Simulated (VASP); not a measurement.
Here is a VASP 6.6.1 calculation.

POSCAR

```
Zr
1.0
   -1.7305297686      1.7305297686      1.7305297686
    1.7305297686     -1.7305297686      1.7305297686
    1.7305297686      1.7305297686     -1.7305297686
Zr
1
Direct
    0.0000000000      0.0000000000      0.0000000000
```

The input INCAR.step1:

```
SYSTEM = Zr
ALGO = Normal
EDIFF = 1E-5
ENCUT = 550
GGA = PE
GGA_COMPAT = .FALSE.
ISMEAR = 0
LASPH = .TRUE.
LCHARG = .FALSE.
LREAL = .FALSE.
LWAVE = .TRUE.
NBANDS = 12
NELM = 120
PREC = Accurate
SIGMA = 0.1
```

The input INCAR.step2:

```
SYSTEM = Zr
ALGO = Normal
EDIFF = 1E-6
ENCUT = 550
GGA_COMPAT = .FALSE.
ISIF = 2
ISMEAR = 0
ISTART = 1
LASPH = .TRUE.
LCHARG = .FALSE.
LMIXTAU = .TRUE.
LREAL = .FALSE.
LWAVE = .FALSE.
METAGGA = R2SCAN
NBANDS = 12
NELM = 120
PREC = Accurate
SIGMA = 0.1
```

Contents of KPOINTS:

```
k-points
0
G
  8 8 8
  0 0 0
```

Potentials or basis: VASP PAW PBE potentials, release 64 (Zr_sv).

The run is started by

```bash
$ cat potpaw_PBE.64/Zr_sv/POTCAR > POTCAR
$ cp INCAR.step1 INCAR
$ mpirun -np 1 vasp_std > vasp.out
$ cp INCAR.step2 INCAR
$ mpirun -np 1 vasp_std > vasp.out
```

(1) What does it give for the pressure?

(2) Predict the band gap on the k mesh.

Results:

(1) 11.7 GPa.

(2) zero (band 6 reaches 11.43 eV, above the bottom of band 7 at 9.46 eV).

Caveat: the PAW data sets were made with another functional, which shifts forces and pressure a little.
